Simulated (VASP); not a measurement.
# Ge: single point with PBE

Crystal: Ge.

```
Ge
1.0
     0.00000    2.80514    2.80514
     2.80514    0.00000    2.80514
     2.80514    2.80514    0.00000
Ge
2
Cartesian
  0.0000 0.0000 0.0000
  1.4026 1.4026 1.4026
```

- Program: VASP 6.6.1
- Task: single point
- Functional: PBE
- Potentials or basis: VASP PAW PBE potentials, release 64 (Ge_d)
- Cutoff: 500 eV
- k mesh: 6 × 6 × 6
- Occupations: gaussian, width 0.01 eV
- Spin: no spin polarisation
- Dipole correction: no
- Further INCAR settings: ALGO = Normal; EDIFF = 1e-06; NBANDS = 21

The pressure is 5.4 GPa and the band gap on the k mesh is 0.26 eV, indirect (least direct gap 0.27 eV).

Levels at points of the mesh, in eV from the valence-band top:
```csv
k point,band 11,band 12,band 13,band 14,band 15,band 16,band 17,band 18
"(0.00, 0.00, 0.00)",-12.97,0.00,0.00,0.00,0.27,2.56,2.56,2.56
"(0.50, 0.00, 0.00)",-10.82,-7.72,-1.45,-1.45,0.26,3.76,3.76,7.14
"(0.50, 0.50, 0.00)",-8.98,-8.98,-3.17,-3.17,0.72,0.72,9.73,9.73
```

Run time: 7.7 s on 1 thread of Intel(R) Xeon(R) 6975P-C (Granite Rapids) (shared host), peak memory 0.15 GiB.

A k mesh can miss the band edges.
